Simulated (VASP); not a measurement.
# MgH2 (Fm-3m) in VASP: notebook

MgH2 is run at these levels: PBE; tasks: single point.

Everything below comes from runs of VASP 6.6.1. Logs are shortened: lines on timing, memory, paths and dates and some standing lists are left out, and cuts for length are marked.

## (1) The cell of the first run

The structure is cubic, space group Fm-3m (No. 225). The conventional cell has a = 4.762 Å, b = 4.762 Å, c = 4.762 Å, α = 90.00°, β = 90.00°, γ = 90.00°. Mg (site symmetry m-3m) has 8 H at 2.06 Å within 2.7 Å. H (site symmetry -43m) has 4 Mg at 2.06 Å and 6 H at 2.38 Å within 2.7 Å.

## (2) Single point, PBE

Contents of INCAR:

```
SYSTEM = MgH2
PREC = Accurate
ENCUT = 600
EDIFF = 1E-6
ISMEAR = 0
SIGMA = 0.1
LREAL = .False.
LASPH = .True.
NELM = 120
ALGO = Normal
ISIF = 2
LWAVE = .False.
LCHARG = .True.
GGA = PE
LELF = .True.
LVHAR = .True.
NBANDS = 9
GGA_COMPAT = .False.
```

Contents of KPOINTS:

```
regular mesh
0
Gamma
  8 8 8
  0 0 0
```

Contents of POSCAR:

```
MgH2
1.0
    0.0000000000      2.3810671667      2.3810671667
    2.3810671667      0.0000000000      2.3810671667
    2.3810671667      2.3810671667      0.0000000000
Mg H
1 2
Direct
    0.0000000000      0.0000000000      0.0000000000
    0.7500000000      0.7500000000      0.7500000000
    0.2500000000      0.2500000000      0.2500000000
```

Potentials or basis: VASP PAW PBE potentials, release 64 (Mg, H).

Command:

```bash
cat potpaw_PBE.64/Mg/POTCAR potpaw_PBE.64/H/POTCAR > POTCAR
mpirun -np 1 vasp_std > vasp.out
```

OUTCAR:

```text
SYSTEM = MgH2
   PREC = Accurate
   ENCUT = 600
   EDIFF = 1E-6
   ISMEAR = 0
   LREAL = .False.
   LASPH = .True.
   NELM = 120
   ISIF = 2
   GGA = PE

 ion  position               nearest neighbor table
   1  0.000  0.000  0.000-   2 2.06   3 2.06   2 2.06   2 2.06   2 2.06   3 2.06   3 2.06   3 2.06

   2  0.750  0.750  0.750-   1 2.06   1 2.06   1 2.06   1 2.06
   3  0.250  0.250  0.250-   1 2.06   1 2.06   1 2.06   1 2.06

  LATTYP: Found a face centered cubic cell.
 ALAT       =     4.7621343334

  Lattice vectors:

 A1 = (   0.0000000000,   2.3810671667,   2.3810671667)
 A2 = (   2.3810671667,   0.0000000000,   2.3810671667)
 A3 = (   2.3810671667,   2.3810671667,   0.0000000000)

Analysis of symmetry for initial positions (statically):
=====================================================================
 Subroutine PRICEL returns:
 Original cell was already a primitive cell.

 Routine SETGRP: Setting up the symmetry group for a
 face centered cubic supercell.

 Subroutine GETGRP returns: Found 48 space group operations
 (whereof 48 operations were pure point group operations)
 out of a pool of 48 trial point group operations.

The static configuration has the point symmetry O_h .

Analysis of symmetry for dynamics (positions and initial velocities):
=====================================================================
 Subroutine PRICEL returns:
 Original cell was already a primitive cell.

 Routine SETGRP: Setting up the symmetry group for a
 face centered cubic supercell.

 Subroutine GETGRP returns: Found 48 space group operations
 (whereof 48 operations were pure point group operations)
 out of a pool of 48 trial point group operations.

The dynamic configuration has the point symmetry O_h .

 Subroutine INISYM returns: Found 48 space group operations
 (whereof 48 operations are pure point group operations),
 and found     1 'primitive' translations

----------------------------------------------------------------------------------------

                                     Primitive cell

  volume of cell :      26.9988

  direct lattice vectors                    reciprocal lattice vectors
     0.000000000  2.381067167  2.381067167    -0.209989876  0.209989876  0.209989876
     2.381067167  0.000000000  2.381067167     0.209989876 -0.209989876  0.209989876
     2.381067167  2.381067167  0.000000000     0.209989876  0.209989876 -0.209989876

  length of vectors
     3.367337480  3.367337480  3.367337480     0.363713135  0.363713135  0.363713135

  position of ions in fractional coordinates (direct lattice)
     0.000000000  0.000000000  0.000000000
     0.750000000  0.750000000  0.750000000
     0.250000000  0.250000000  0.250000000

  ion indices of the primitive-cell ions
   primitive index   ion index
                 1           1
                 2           2
                 3           3

----------------------------------------------------------------------------------------

 KPOINTS: regular mesh

Automatic generation of k-mesh.
 Grid dimensions read from file:
 generate k-points for:    8    8    8

 Generating k-lattice:

  Cartesian coordinates                     Fractional coordinates (reciprocal lattice)
    -0.026248735  0.026248735  0.026248735     0.125000000  0.000000000  0.000000000
     0.026248735 -0.026248735  0.026248735     0.000000000  0.125000000  0.000000000
     0.026248735  0.026248735 -0.026248735     0.000000000  0.000000000  0.125000000

  Length of vectors
     0.045464142  0.045464142  0.045464142

  Shift w.r.t. Gamma in fractional coordinates (k-lattice)
     0.000000000  0.000000000  0.000000000

 Subroutine IBZKPT returns following result:
 ===========================================

 Found     29 irreducible k-points:

 Following reciprocal coordinates:
            Coordinates               Weight
  0.000000  0.000000  0.000000      1.000000
  0.125000  0.000000  0.000000      8.000000
  0.250000  0.000000  0.000000      8.000000
  0.375000  0.000000  0.000000      8.000000
  0.500000  0.000000  0.000000      4.000000
  0.125000  0.125000  0.000000      6.000000
[... 16 lines left out ...]
  0.500000  0.250000  0.125000     48.000000
 -0.375000  0.250000  0.125000     24.000000
 [... further k-points ...]
   k-points           NKPTS =     29   k-points in BZ     NKDIM =     29   number of bands    NBANDS=      9
   number of dos      NEDOS =    301   number of ions     NIONS =      3
   total plane-waves  NPLWV =  21952
   dimension x,y,z NGX =    28 NGY =   28 NGZ =   28
   dimension x,y,z NGXF=    56 NGYF=   56 NGZF=   56
   ions per type =               1   2
   NGX,Y,Z   is equivalent  to a cutoff of  13.82, 13.82, 13.82 a.u.
   NGXF,Y,Z  is equivalent  to a cutoff of  27.65, 27.65, 27.65 a.u.
 SYSTEM =  MgH2
   PREC   = accura    normal or accurate (medium, high low for compatibility)
   ISTART =      0    job   : 0-new  1-cont  2-samecut
   ICHARG =      2    charge: 1-file 2-atom 10-const
   ISPIN  =      1    spin polarized calculation?
   LNONCOLLINEAR =      F non collinear calculations
   LSORBIT =      F    spin-orbit coupling
   LASPH  =      T    aspherical Exc in radial PAW
   ENCUT  =  600.0 eV  44.10 Ry    6.64 a.u.   6.73  6.73  6.73*2*pi/ulx,y,z
   NELM   =    120;   NELMIN=  2; NELMDL= -5     # of ELM steps
   EDIFF  = 0.1E-05   stopping-criterion for ELM
   LREAL  =      F    real-space projection
   EDIFFG = 0.1E-04   stopping-criterion for IOM
   NSW    =      0    number of steps for IOM
   IBRION =     -1    ionic relax: 0-MD 1-quasi-New 2-CG
   NFREE  =      0    steps in history (QN), initial steepest desc. (CG)
   ISIF   =      2    stress and relaxation
   ISYM   =      2    0-nonsym 1-usesym 2-fastsym
   POTIM  = 0.5000    time-step for ionic-motion
   TEBEG  =    0.0;   TEEND  =   0.0 temperature during run
   PSTRESS=    0.0 pullay stress
   NELECT =       4.0000    total number of electrons
   NUPDOWN=      -1.0000    fix difference up-down
   EMIN   =  10.00;   EMAX   =-10.00  energy-range for DOS
   EFERMI =   0.00;   METHOD = LEGACY
   ISMEAR =     0;   SIGMA  =   0.10  broadening in eV -4-tet -1-fermi 0-gaus
   EFERMI_NEDOS =   21; number of points for ismear=-14 and -15
   IALGO  =     38    algorithm
   IMIX   =      4    mixing-type and parameters
     AMIX     =   0.40;   BMIX     =  1.00
     AMIX_MAG =   1.60;   BMIX_MAG =  1.00
  volume/ion in A,a.u.               =       9.00        60.73
  Fermi-wavevector in a.u.,A,eV,Ry     =   0.866257  1.636987 10.209817  0.750400
  Thomas-Fermi vector in A             =   1.984619
   LORBIT       =      0    0 simple, 1 ext, 2 COOP (PROOUT), +10 PAW based schemes
   GGA     = PE    functional components
   LHFCALC =     F    Hartree Fock is set to
   AEXX    =    0.0000 exact exchange contribution
   IVDW    =     0    specifies the selected vdW correction
   LEPSILON=     F    determine dielectric tensor
   LRPA    =     F    only Hartree local field effects (RPA)
 non-spin polarized calculation
 Gauss-broadening in eV      SIGMA  =   0.10
  energy-cutoff  :      600.00
  volume of cell :       27.00
 maximum number of plane-waves:       934
   NGX = 13   NGY = 13   NGZ = 13

 number of electron       4.0000000 magnetization

 Free energy of the ion-electron system (eV)
  ---------------------------------------------------
  ext. energy  EPLUGINS =         0.00000000
  ---------------------------------------------------
  free energy    TOTEN  =        -8.49824470 eV

  energy without entropy =       -8.49687997  energy(sigma->0) =       -8.49756233

 E-fermi :   3.0639     XC(G=0):  -8.9496

 val. band max:        2.9861517923   @ k =  -0.3750   0.5000   0.1250
 cond. band min:       3.1139495100   @ k =   0.1250   0.1250   0.0000
 fundamental gap:      0.1277977178
 Fermi energy:         3.0638771636

 k-point     1 :       0.0000    0.0000    0.0000
  band No.  band energies     occupation
      1      -7.0102      2.00000
      2       3.8415      0.00000
      3      12.2705      0.00000
      4      12.2705      0.00000
      5      12.2705      0.00000
      6      14.8372      0.00000
      7      14.8372      0.00000
      8      14.8372      0.00000
      9      15.5619      0.00000

 k-point     2 :       0.1250    0.0000    0.0000
  band No.  band energies     occupation
      1      -6.7253      2.00000
      2       3.2040      0.04747
      3      11.0821      0.00000
      4      11.9039      0.00000
      5      11.9039      0.00000
      6      14.4150      0.00000
      7      15.6478      0.00000
      8      15.6478      0.00000
      9      16.3614      0.00000

 k-point     3 :       0.2500    0.0000    0.0000
  band No.  band energies     occupation
      1      -5.8830      2.00000
      2       1.5312      2.00000
      3       9.8977      0.00000
      4      11.5017      0.00000
      5      11.5017      0.00000
      6      12.5818      0.00000
      7      14.6171      0.00000
      8      14.6171      0.00000
      9      17.9054      0.00000

 k-point     4 :       0.3750    0.0000    0.0000
  band No.  band energies     occupation
      1      -4.5222      2.00000
      2      -0.6075      2.00000
      3       9.5227      0.00000
      4      11.0312      0.00000
      5      11.5092      0.00000
      6      11.5092      0.00000
      7      13.0587      0.00000
      8      13.0587      0.00000
      9      20.5171      0.00000

 k-point     5 :       0.5000    0.0000    0.0000
  band No.  band energies     occupation
      1      -2.7661      2.00000
      2      -2.6677      2.00000
      3       9.7244      0.00000
      4      10.1828      0.00000
      5      11.9710      0.00000
      6      11.9710      0.00000
      7      12.0694      0.00000
      8      12.0694      0.00000
      9      22.6448      0.00000

 k-point     6 :       0.1250    0.1250    0.0000
  band No.  band energies     occupation
      1      -6.6315      2.00000
      2       3.1139      0.47886
      3      10.7427      0.00000
      4      10.7427      0.00000
      5      12.9211      0.00000
      6      13.7739      0.00000
      7      13.8818      0.00000
      8      16.9910      0.00000
      9      16.9910      0.00000
[... 169 lines left out ...]
 k-point    21 :       0.5000    0.5000    0.0000
  band No.  band energies     occupation
      1      -2.7709      2.00000
      2       0.5849      2.00000
      3       2.5838      2.00000
      4       7.6548      0.00000
      5       7.6548      0.00000
      6      10.8759      0.00000
      7      19.6845      0.00000
      8      23.2571      0.00000
      9      23.2571      0.00000

 k-point    22 :       0.3750    0.2500    0.1250
  band No.  band energies     occupation
      1      -5.1651      2.00000
      2       1.0597      2.00000
      3       7.5195      0.00000
      4       8.6996      0.00000
      5      10.5336      0.00000
      6      14.2365      0.00000
      7      14.8881      0.00000
      8      16.1299      0.00000
      9      19.4044      0.00000

 k-point    23 :       0.5000    0.2500    0.1250
  band No.  band energies     occupation
      1      -3.8687      2.00000
      2      -0.4354      2.00000
      3       6.3258      0.00000
      4       7.2171      0.00000
      5      11.1380      0.00000
      6      13.0060      0.00000
      7      15.9982      0.00000
      8      17.4118      0.00000
      9      18.6940      0.00000

 k-point    24 :      -0.3750    0.2500    0.1250
  band No.  band energies     occupation
      1      -2.2354      2.00000
      2      -2.1836      2.00000
      3       6.1006      0.00000
      4       6.5652      0.00000
      5      11.8623      0.00000
      6      11.8937      0.00000
      7      17.2392      0.00000
      8      17.5683      0.00000
      9      19.1060      0.00000

 [... further k-points ...]
[... 5 lines left out ...]
  --------------------------------------------------------------------------------------
  -------------------------------------------------------------------------------------
  Total       -0.0940964     -0.0940964     -0.0940964     -0.0000000     -0.0000000      0.0000000
  in kB       -5.5839113     -5.5839113     -5.5839113     -0.0000000     -0.0000000      0.0000000
  external PRESSURE =      -5.5839113 kB  Pullay stress =       0.0000000 kB

 VOLUME and BASIS-vectors are now :
 -----------------------------------------------------------------------------
  energy-cutoff  :      600.00
  volume of cell :       27.00
      direct lattice vectors                 reciprocal lattice vectors
     0.000000000  2.381067167  2.381067167    -0.209989876  0.209989876  0.209989876
     2.381067167  0.000000000  2.381067167     0.209989876 -0.209989876  0.209989876
     2.381067167  2.381067167  0.000000000     0.209989876  0.209989876 -0.209989876

 POSITION                                       TOTAL-FORCE (eV/Angst)
 -----------------------------------------------------------------------------------
      0.00000      0.00000      0.00000        -0.000000     -0.000000     -0.000000
      3.57160      3.57160      3.57160        -0.000000     -0.000000     -0.000000
      1.19053      1.19053      1.19053         0.000000      0.000000      0.000000
 -----------------------------------------------------------------------------------
    total drift:                                0.000000      0.000000      0.000000

  FREE ENERGIE OF THE ION-ELECTRON SYSTEM (eV)
  ---------------------------------------------------
  free  energy   TOTEN  =        -8.4982447019 eV

  energy  without entropy=       -8.4968799660  energy(sigma->0) =       -8.49756233
```

Wall time 11 s (1 thread of Intel Xeon Platinum 8259CL at 2.50GHz (Skylake/Cascade Lake), shared host); peak memory 0.16 GiB.

What came out:

```
Free energy            : -8.4982 eV
Pressure               : -0.6 GPa
Band gap on the k mesh : zero (band 2 reaches 3.84 eV, above the bottom of band 3 at 2.58 eV)
```

## (3) Single point, PBE

Contents of INCAR:

```
SYSTEM = MgH2
ALGO = Normal
EDIFF = 1E-6
ENCUT = 600
GGA = PE
GGA_COMPAT = .False.
ISIF = 2
ISMEAR = -1
LASPH = .True.
LCHARG = .False.
LREAL = .False.
LWAVE = .False.
NBANDS = 9
NELM = 120
PREC = Accurate
SIGMA = 0.1
```

Contents of KPOINTS:

```
k-points
0
Gamma
  8 8 8
  0 0 0
```

POSCAR is that of step 2.

Potentials or basis: VASP PAW PBE potentials, release 64 (Mg, H).

Command:

```bash
cat potpaw_PBE.64/Mg/POTCAR potpaw_PBE.64/H/POTCAR > POTCAR
mpirun -np 1 vasp_std > vasp.out
```

Run time: 10 s. Hardware: 1 thread of Intel Xeon Platinum 8259CL at 2.50GHz (Skylake/Cascade Lake), shared host; peak memory 0.16 GiB.

Results (log left out):

```
Free energy            : -8.5021 eV
Pressure               : -0.5 GPa
Band gap on the k mesh : zero (band 2 reaches 3.85 eV, above the bottom of band 3 at 2.59 eV)
```

Levels at points of the mesh, in eV from the Fermi level:
| k point | band 1 | band 2 | band 3 | band 4 | band 5 | band 6 | band 7 |
| --- | --- | --- | --- | --- | --- | --- | --- |
| (0.00, 0.00, 0.00) | -10.04 | 0.81 | 9.24 | 9.24 | 9.24 | 11.80 | 11.80 |
| (0.50, 0.00, 0.00) | -5.80 | -5.70 | 6.69 | 7.15 | 8.94 | 8.94 | 9.03 |
| (0.50, 0.50, 0.00) | -5.80 | -2.45 | -0.45 | 4.62 | 4.62 | 7.84 | 16.65 |
